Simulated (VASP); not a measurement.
# GaP (F-43m) in VASP: notebook

Runs on GaP. Level: LDA. Tasks: relaxation of cell and atoms.

Everything below comes from runs of VASP 6.6.1. Logs are shortened: lines on timing, memory, paths and dates and some standing lists are left out, and cuts for length are marked.

## 1. The cell of the first run

It takes space group F-43m (No. 216, cubic). The conventional cell has a = 5.391 Å, b = 5.391 Å, c = 5.391 Å, α = 90.00°, β = 90.00°, γ = 90.00°. Within 3.1 Å of Ga (site symmetry -43m) lie 4 P at 2.33 Å. P (site symmetry -43m) has 4 Ga at 2.33 Å within 3.1 Å.

## 2. Relaxation of cell and atoms, LDA, target pressure 2 GPa, at which the enthalpy is minimised

Input file INCAR:

```
SYSTEM = GaP
  PREC = Accurate
  ENCUT = 600
  EDIFF = 1E-7
  ISMEAR = 0
  SIGMA = 0.01
  LREAL = .False.
  LASPH = .True.
  NELM = 80
  ALGO = Normal
  ISIF = 3
  LWAVE = .False.
  LCHARG = .False.
  GGA = CA
  IBRION = 2
  NSW = 100
  EDIFFG = -0.002
  PSTRESS = 20.0
```

Input file KPOINTS:

```
Automatic mesh
0
Gamma
  8 8 8
  0 0 0
```

Input file POSCAR:

```
GaP
1.0
    0.0000000000      2.6956978229      2.6956978229
    2.6956978229      0.0000000000      2.6956978229
    2.6956978229      2.6956978229      0.0000000000
Ga P
1 1
Direct
    0.0000000000      0.0000000000      0.0000000000
    0.7500000000      0.7500000000      0.7500000000
```

Potentials or basis: VASP PAW LDA potentials, release 64 (Ga_d, P).

Command:

```sh
> cat potpaw_LDA.64/Ga_d/POTCAR potpaw_LDA.64/P/POTCAR > POTCAR
> mpirun -np 1 vasp_std > vasp.out
```

OUTCAR:

```text
SYSTEM = GaP
   PREC = Accurate
   ENCUT = 600
   EDIFF = 1E-7
   ISMEAR = 0
   LREAL = .False.
   LASPH = .True.
   NELM = 80
   ISIF = 3
   GGA = CA
   IBRION = 2
   NSW = 100
   EDIFFG = -0.002
   PSTRESS = 20.0

 ion  position               nearest neighbor table
   1  0.000  0.000  0.000-   2 2.33   2 2.33   2 2.33   2 2.33
   2  0.750  0.750  0.750-   1 2.33   1 2.33   1 2.33   1 2.33

  LATTYP: Found a face centered cubic cell.
 ALAT       =     5.3913956458

  Lattice vectors:

 A1 = (   0.0000000000,   2.6956978229,   2.6956978229)
 A2 = (   2.6956978229,   0.0000000000,   2.6956978229)
 A3 = (   2.6956978229,   2.6956978229,   0.0000000000)

Analysis of symmetry for initial positions (statically):
=====================================================================
 Subroutine PRICEL returns:
 Original cell was already a primitive cell.

 Routine SETGRP: Setting up the symmetry group for a
 face centered cubic supercell.

 Subroutine GETGRP returns: Found 24 space group operations
 (whereof 24 operations were pure point group operations)
 out of a pool of 48 trial point group operations.

The static configuration has the point symmetry T_d .

Analysis of symmetry for dynamics (positions and initial velocities):
=====================================================================
 Subroutine PRICEL returns:
 Original cell was already a primitive cell.

 Routine SETGRP: Setting up the symmetry group for a
 face centered cubic supercell.

 Subroutine GETGRP returns: Found 24 space group operations
 (whereof 24 operations were pure point group operations)
 out of a pool of 48 trial point group operations.

The dynamic configuration has the point symmetry T_d .

 Subroutine INISYM returns: Found 24 space group operations
 (whereof 24 operations are pure point group operations),
 and found     1 'primitive' translations

----------------------------------------------------------------------------------------

                                     Primitive cell

  volume of cell :      39.1781

  direct lattice vectors                    reciprocal lattice vectors
     0.000000000  2.695697823  2.695697823    -0.185480730  0.185480730  0.185480730
     2.695697823  0.000000000  2.695697823     0.185480730 -0.185480730  0.185480730
     2.695697823  2.695697823  0.000000000     0.185480730  0.185480730 -0.185480730

  length of vectors
     3.812292421  3.812292421  3.812292421     0.321262048  0.321262048  0.321262048

  position of ions in fractional coordinates (direct lattice)
     0.000000000  0.000000000  0.000000000
     0.750000000  0.750000000  0.750000000

  ion indices of the primitive-cell ions
   primitive index   ion index
                 1           1
                 2           2

----------------------------------------------------------------------------------------

 KPOINTS: Automatic mesh

Automatic generation of k-mesh.
 Grid dimensions read from file:
 generate k-points for:    8    8    8

 Generating k-lattice:

  Cartesian coordinates                     Fractional coordinates (reciprocal lattice)
    -0.023185091  0.023185091  0.023185091     0.125000000  0.000000000  0.000000000
     0.023185091 -0.023185091  0.023185091     0.000000000  0.125000000  0.000000000
     0.023185091  0.023185091 -0.023185091     0.000000000  0.000000000  0.125000000

  Length of vectors
     0.040157756  0.040157756  0.040157756

  Shift w.r.t. Gamma in fractional coordinates (k-lattice)
     0.000000000  0.000000000  0.000000000

 Subroutine IBZKPT returns following result:
 ===========================================

 Found     29 irreducible k-points:

 Following reciprocal coordinates:
            Coordinates               Weight
  0.000000  0.000000  0.000000      1.000000
  0.125000  0.000000  0.000000      8.000000
  0.250000  0.000000  0.000000      8.000000
  0.375000  0.000000  0.000000      8.000000
  0.500000  0.000000  0.000000      4.000000
  0.125000  0.125000  0.000000      6.000000
[... 16 lines left out ...]
  0.500000  0.250000  0.125000     48.000000
 -0.375000  0.250000  0.125000     24.000000
 [... further k-points ...]
   k-points           NKPTS =     29   k-points in BZ     NKDIM =     29   number of bands    NBANDS=     13
   number of dos      NEDOS =    301   number of ions     NIONS =      2
   total plane-waves  NPLWV =  27000
   dimension x,y,z NGX =    30 NGY =   30 NGZ =   30
   dimension x,y,z NGXF=    60 NGYF=   60 NGZF=   60
   ions per type =               1   1
   NGX,Y,Z   is equivalent  to a cutoff of  13.08, 13.08, 13.08 a.u.
   NGXF,Y,Z  is equivalent  to a cutoff of  26.16, 26.16, 26.16 a.u.
 SYSTEM =  GaP
   PREC   = accura    normal or accurate (medium, high low for compatibility)
   ISTART =      0    job   : 0-new  1-cont  2-samecut
   ICHARG =      2    charge: 1-file 2-atom 10-const
   ISPIN  =      1    spin polarized calculation?
   LNONCOLLINEAR =      F non collinear calculations
   LSORBIT =      F    spin-orbit coupling
   LASPH  =      T    aspherical Exc in radial PAW
   ENCUT  =  600.0 eV  44.10 Ry    6.64 a.u.   7.61  7.61  7.61*2*pi/ulx,y,z
   NELM   =     80;   NELMIN=  2; NELMDL= -5     # of ELM steps
   EDIFF  = 0.1E-06   stopping-criterion for ELM
   LREAL  =      F    real-space projection
   EDIFFG = -.2E-02   stopping-criterion for IOM
   NSW    =    100    number of steps for IOM
   IBRION =      2    ionic relax: 0-MD 1-quasi-New 2-CG
   NFREE  =      1    steps in history (QN), initial steepest desc. (CG)
   ISIF   =      3    stress and relaxation
   ISYM   =      2    0-nonsym 1-usesym 2-fastsym
   POTIM  = 0.5000    time-step for ionic-motion
   TEBEG  =    0.0;   TEEND  =   0.0 temperature during run
   PSTRESS=   20.0 pullay stress
   NELECT =      18.0000    total number of electrons
   NUPDOWN=      -1.0000    fix difference up-down
   EMIN   =  10.00;   EMAX   =-10.00  energy-range for DOS
   EFERMI =   0.00;   METHOD = LEGACY
   ISMEAR =     0;   SIGMA  =   0.01  broadening in eV -4-tet -1-fermi 0-gaus
   EFERMI_NEDOS =   21; number of points for ismear=-14 and -15
   IALGO  =     38    algorithm
   IMIX   =      4    mixing-type and parameters
     AMIX     =   0.40;   BMIX     =  1.00
     AMIX_MAG =   1.60;   BMIX_MAG =  1.00
  volume/ion in A,a.u.               =      19.59       132.19
  Fermi-wavevector in a.u.,A,eV,Ry     =   1.263236  2.387170 21.711700  1.595765
  Thomas-Fermi vector in A             =   2.396603
   LORBIT       =      0    0 simple, 1 ext, 2 COOP (PROOUT), +10 PAW based schemes
   GGA     = CA    functional components
   LHFCALC =     F    Hartree Fock is set to
   AEXX    =    0.0000 exact exchange contribution
   IVDW    =     0    specifies the selected vdW correction
   LEPSILON=     F    determine dielectric tensor
   LRPA    =     F    only Hartree local field effects (RPA)
 conjugate gradient relaxation of ions
 non-spin polarized calculation
 Gauss-broadening in eV      SIGMA  =   0.01
  energy-cutoff  :      600.00
  volume of cell :       39.18
 maximum number of plane-waves:      1325
   NGX = 15   NGY = 15   NGZ = 15

--------------------------------------- Ionic step        1  -------------------------------------------

 number of electron      17.9999994 magnetization

 Free energy of the ion-electron system (eV)
  ---------------------------------------------------
  ext. energy  EPLUGINS =         0.00000000
  ---------------------------------------------------
  free energy    TOTEN  =       -10.45081621 eV

  energy without entropy =      -10.45081621  energy(sigma->0) =      -10.45081621

------------------------ aborting loop because EDIFF is reached ----------------------------------------

  FORCE on cell =-STRESS in cart. coord.  units (eV):
  Direction    XX          YY          ZZ          XY          YZ          ZX
  --------------------------------------------------------------------------------------
  -------------------------------------------------------------------------------------
  Total        0.0235295      0.0235295      0.0235295      0.0000000      0.0000000     -0.0000000
  in kB        0.9622337      0.9622337      0.9622337      0.0000000      0.0000000     -0.0000000
  external PRESSURE =     -19.0377663 kB  Pullay stress =      20.0000000 kB
[... 61 lines left out ...]
  enthalpy is  TOTEN    =        -9.9642745297 eV   P V=        0.4727699694

--------------------------------------- Ionic step        3  -------------------------------------------

 number of electron      18.0000004 magnetization

 Free energy of the ion-electron system (eV)
  ---------------------------------------------------
  ext. energy  EPLUGINS =         0.00000000
  ---------------------------------------------------
  free energy    TOTEN  =       -10.44576735 eV

  energy without entropy =      -10.44576735  energy(sigma->0) =      -10.44576735

 E-fermi :   5.1289     XC(G=0): -10.4020

 val. band max:        5.0666933091   @ k =   0.0000   0.0000   0.0000
 cond. band min:       6.4531841065   @ k =   0.5000   0.5000   0.0000
 fundamental gap:      1.3864907974
 Fermi energy:         5.1289138362

 k-point     1 :       0.0000    0.0000    0.0000
  band No.  band energies     occupation
      1      -9.7417      2.00000
      2      -9.7417      2.00000
      3      -9.7417      2.00000
      4      -9.6267      2.00000
      5      -9.6267      2.00000
      6      -7.8536      2.00000
      7       5.0667      2.00000
      8       5.0667      2.00000
      9       5.0667      2.00000
     10       7.1466      0.00000
     11       8.8424      0.00000
     12       8.8424      0.00000
     13       8.8424      0.00000
[... 353 lines left out ...]
 k-point    24 :      -0.3750    0.2500    0.1250
  band No.  band energies     occupation
      1      -9.8409      2.00000
      2      -9.7063      2.00000
      3      -9.6916      2.00000
      4      -9.6333      2.00000
      5      -9.6182      2.00000
      6      -5.1480      2.00000
      7      -1.6920      2.00000
      8       1.6279      2.00000
      9       2.9583      2.00000
     10       8.5602      0.00000
     11       9.2049      0.00000
     12      11.5904      0.00000
     13      13.0300      0.00000

 [... further k-points ...]

------------------------ aborting loop because EDIFF is reached ----------------------------------------

  FORCE on cell =-STRESS in cart. coord.  units (eV):
  Direction    XX          YY          ZZ          XY          YZ          ZX
  --------------------------------------------------------------------------------------
  -------------------------------------------------------------------------------------
  Total        0.4792070      0.4792070      0.4792070     -0.0000000      0.0000000      0.0000000
  in kB       19.9981078     19.9981078     19.9981078     -0.0000000      0.0000000      0.0000000
  external PRESSURE =      -0.0018922 kB  Pullay stress =      20.0000000 kB
[... 17 lines left out ...]
  FREE ENERGIE OF THE ION-ELECTRON SYSTEM (eV)
  ---------------------------------------------------
  free  energy   TOTEN  =       -10.4457673461 eV

  energy  without entropy=      -10.4457673461  energy(sigma->0) =      -10.44576735

  enthalpy is  TOTEN    =        -9.9665149970 eV   P V=        0.4792523491

 reached required accuracy - stopping structural energy minimisation
```

It took 26 s on 1 thread of Intel Xeon Platinum 8559C (Emerald Rapids), shared host; peak memory 0.16 GiB.

What came out:

```
Free energy                                                : -10.4458 eV
Relaxed volume                                             : 19.20 Å³/atom
Relaxed cell                                               : a = 3.787 Å, b = 3.787 Å, c = 3.787 Å, α = 60.00°, β = 60.00°, γ = 60.00°
Space group after relaxing (to 0.1 Å)                      : F-43m (No. 216)
Energy change on relaxing (the run minimises the enthalpy) : +2.5 meV/atom
Ionic steps                                                : 3
Pressure after relaxing                                    : 2.0 GPa
Band gap on the k mesh                                     : 1.39 eV (least direct gap 2.08 eV)
```

The path:
```csv
step,energy change (eV),largest force (eV/Å),pressure (GPa),volume (Å³)
1,0.0000,0.0000,0.10,39.18
2,0.0138,0.0000,3.44,37.87
3,0.0050,0.0000,2.00,38.39
```

Final structure:
```xyz
2
Lattice="0.0000 2.6776 2.6776 2.6776 0.0000 2.6776 2.6776 2.6776 0.0000" Properties=species:S:1:pos:R:3 pbc="T T T"
Ga    0.0000    0.0000    0.0000
P     4.0163    4.0163    4.0163
```

Caveat: the cell is relaxed towards a set pressure, so the run minimises the enthalpy, not the energy.

## 3. Relaxation of cell and atoms, LDA, target pressure 4 GPa, at which the enthalpy is minimised

Input file INCAR:

```
  PREC = Accurate
  ENCUT = 600
  EDIFF = 1E-7
  ISMEAR = 0
  SIGMA = 0.01
  LREAL = F
  LASPH = T
  NELM = 80
  ALGO = Normal
  ISIF = 3
  LWAVE = F
  LCHARG = F
  IBRION = 2
  NSW = 100
  EDIFFG = -0.002
  PSTRESS = 40.0
```

Input file KPOINTS:

```
Automatic mesh
0
Gamma
  8 8 8
```

POSCAR is that of step 2.

Potentials or basis: VASP PAW LDA potentials, release 64 (Ga_d, P).

Command:

```sh
> cat potpaw_LDA.64/Ga_d/POTCAR potpaw_LDA.64/P/POTCAR > POTCAR
> mpirun -np 1 vasp_std > vasp.out
```

OUTCAR:

```text
PREC = Accurate
   ENCUT = 600
   EDIFF = 1E-7
   ISMEAR = 0
   LREAL = F
   LASPH = T
   NELM = 80
   ISIF = 3
   IBRION = 2
   NSW = 100
   EDIFFG = -0.002
   PSTRESS = 40.0

 ion  position               nearest neighbor table
   1  0.000  0.000  0.000-   2 2.33   2 2.33   2 2.33   2 2.33
   2  0.750  0.750  0.750-   1 2.33   1 2.33   1 2.33   1 2.33

  LATTYP: Found a face centered cubic cell.
 ALAT       =     5.3913956458

  Lattice vectors:

 A1 = (   0.0000000000,   2.6956978229,   2.6956978229)
 A2 = (   2.6956978229,   0.0000000000,   2.6956978229)
 A3 = (   2.6956978229,   2.6956978229,   0.0000000000)

Analysis of symmetry for initial positions (statically):
=====================================================================
 Subroutine PRICEL returns:
 Original cell was already a primitive cell.

 Routine SETGRP: Setting up the symmetry group for a
 face centered cubic supercell.

 Subroutine GETGRP returns: Found 24 space group operations
 (whereof 24 operations were pure point group operations)
 out of a pool of 48 trial point group operations.

The static configuration has the point symmetry T_d .

Analysis of symmetry for dynamics (positions and initial velocities):
=====================================================================
 Subroutine PRICEL returns:
 Original cell was already a primitive cell.

 Routine SETGRP: Setting up the symmetry group for a
 face centered cubic supercell.

 Subroutine GETGRP returns: Found 24 space group operations
 (whereof 24 operations were pure point group operations)
 out of a pool of 48 trial point group operations.

The dynamic configuration has the point symmetry T_d .

 Subroutine INISYM returns: Found 24 space group operations
 (whereof 24 operations are pure point group operations),
 and found     1 'primitive' translations

[... 132 lines left out ...]

--------------------------------------- Ionic step        1  -------------------------------------------

 number of electron      17.9999994 magnetization

 Free energy of the ion-electron system (eV)
  ---------------------------------------------------
  ext. energy  EPLUGINS =         0.00000000
  ---------------------------------------------------
  free energy    TOTEN  =       -10.45081621 eV

  energy without entropy =      -10.45081621  energy(sigma->0) =      -10.45081621

------------------------ aborting loop because EDIFF is reached ----------------------------------------

  FORCE on cell =-STRESS in cart. coord.  units (eV):
  Direction    XX          YY          ZZ          XY          YZ          ZX
  --------------------------------------------------------------------------------------
  -------------------------------------------------------------------------------------
  Total        0.0235295      0.0235295      0.0235295      0.0000000      0.0000000     -0.0000000
  in kB        0.9622337      0.9622337      0.9622337      0.0000000      0.0000000     -0.0000000
  external PRESSURE =     -39.0377663 kB  Pullay stress =      40.0000000 kB
[... 177 lines left out ...]
--------------------------------------- Ionic step        6  -------------------------------------------

 number of electron      18.0000010 magnetization

 Free energy of the ion-electron system (eV)
  ---------------------------------------------------
  ext. energy  EPLUGINS =         0.00000000
  ---------------------------------------------------
  free energy    TOTEN  =       -10.43206825 eV

  energy without entropy =      -10.43206825  energy(sigma->0) =      -10.43206825

 E-fermi :   5.3937     XC(G=0): -10.4899

 val. band max:        5.2799941742   @ k =   0.0000   0.0000   0.0000
 cond. band min:       6.6238753825   @ k =   0.5000   0.5000   0.0000
 fundamental gap:      1.3438812084
 Fermi energy:         5.3937358400

 k-point     1 :       0.0000    0.0000    0.0000
  band No.  band energies     occupation
      1      -9.5719      2.00000
      2      -9.5719      2.00000
      3      -9.5719      2.00000
      4      -9.4501      2.00000
      5      -9.4501      2.00000
      6      -7.7970      2.00000
      7       5.2800      2.00000
      8       5.2800      2.00000
      9       5.2800      2.00000
     10       7.5240      0.00000
     11       9.0471      0.00000
     12       9.0471      0.00000
     13       9.0471      0.00000
[... 354 lines left out ...]
  band No.  band energies     occupation
      1      -9.6782      2.00000
      2      -9.5344      2.00000
      3      -9.5186      2.00000
      4      -9.4574      2.00000
      5      -9.4411      2.00000
      6      -5.0119      2.00000
      7      -1.5813      2.00000
      8       1.7680      2.00000
      9       3.1148      2.00000
     10       8.8250      0.00000
     11       9.4046      0.00000
     12      11.8606      0.00000
     13      13.2999      0.00000

 [... further k-points ...]

------------------------ aborting loop because EDIFF is reached ----------------------------------------

  FORCE on cell =-STRESS in cart. coord.  units (eV):
  Direction    XX          YY          ZZ          XY          YZ          ZX
  --------------------------------------------------------------------------------------
  -------------------------------------------------------------------------------------
  Total        0.9404873      0.9404873      0.9404873      0.0000000      0.0000000     -0.0000000
  in kB       40.0142630     40.0142630     40.0142630      0.0000000      0.0000000     -0.0000000
  external PRESSURE =       0.0142630 kB  Pullay stress =      40.0000000 kB
[... 21 lines left out ...]
  energy  without entropy=      -10.4320682462  energy(sigma->0) =      -10.43206825

  enthalpy is  TOTEN    =        -9.4919162238 eV   P V=        0.9401520224

 reached required accuracy - stopping structural energy minimisation
```

Run time: 38 s. Hardware: 1 thread of Intel Xeon Platinum 8559C (Emerald Rapids), shared host; peak memory 0.16 GiB.

Results:

```yaml
Free_energy: -10.4321 eV
Relaxed_volume: 18.83 Å³/atom
Relaxed_cell: a = 3.762 Å, b = 3.762 Å, c = 3.762 Å, α = 60.00°, β = 60.00°, γ = 60.00°
Space_group_after_relaxing_to_0.1_Å: F-43m (No. 216)
Energy_change_on_relaxing_the_run_minimises_the_enthalpy: +9.4 meV/atom
Ionic_steps: 6
Pressure_after_relaxing: 4.0 GPa
Band_gap_on_the_k_mesh: 1.34 eV (least direct gap 2.24 eV)
```

The path:
| step | energy change (eV) | largest force (eV/Å) | pressure (GPa) | volume (Å³) |
| --- | --- | --- | --- | --- |
| 1 | 0.0000 | 0.0000 | 0.10 | 39.18 |
| 2 | 0.0587 | 0.0000 | 7.46 | 36.53 |
| 3 | 0.0186 | 0.0000 | 3.94 | 37.66 |
| 4 | 0.0194 | 0.0000 | 4.08 | 37.63 |
| 5 | 0.0183 | 0.0000 | 3.93 | 37.68 |
| 6 | 0.0187 | 0.0000 | 4.00 | 37.66 |

Final structure:
```yaml
crystal:
  lattice:
    - [0.00000, 2.66035, 2.66035]
    - [2.66035, 0.00000, 2.66035]
    - [2.66035, 2.66035, 0.00000]
  atoms:
    - { symbol: Ga, position: [0.00000, 0.00000, 0.00000] }
    - { symbol: P, position: [0.75000, 0.75000, 0.75000] }
```

Caveat: the cell is relaxed towards a set pressure, so the run minimises the enthalpy, not the energy. A k mesh can miss the band edges.

(Continued in part 2 of 2.)
